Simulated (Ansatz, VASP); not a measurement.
Pb in VASP and in Ansatz

```
CELL_PARAMETERS angstrom
3.48000 0.00000 0.00000
-1.74000 3.01377 0.00000
0.00000 0.00000 5.81360
ATOMIC_POSITIONS crystal
Pb 0.33333 0.66667 0.25000
Pb 0.66667 0.33333 0.75000
```

Change from the starting cell: strain +0.000 along x and y, +0.040 along z, atoms carried along.

Alike in both runs: task single point; functional PBEsol; k mesh 18 × 18 × 10; occupations gaussian, width 0.15 eV; no spin polarisation.

|  | VASP | Ansatz |
| --- | --- | --- |
| version | VASP 6.6.1 | Ansatz 0.2.0 |
| potentials or method | VASP PAW PBE potentials, release 64 (Pb_d), cutoff 520 eV | scalar-relativistic, plane waves, PAW |
| valence electrons in the cell | 28 | 28 |

```csv
,VASP,Ansatz,Ansatz less VASP
gap on the k mesh at the Fermi level (eV),none,none,-
pressure (GPa),-1.0,-1.0,+0.08
"traceless stress, the component that is largest in VASP (GPa)",-0.14,-0.14,+0.001
```

VASP's potentials were made for PBE, not for PBEsol. A gap of «none» marks a metal or a gap that the smearing closes.

Spin-orbit coupling is off throughout.
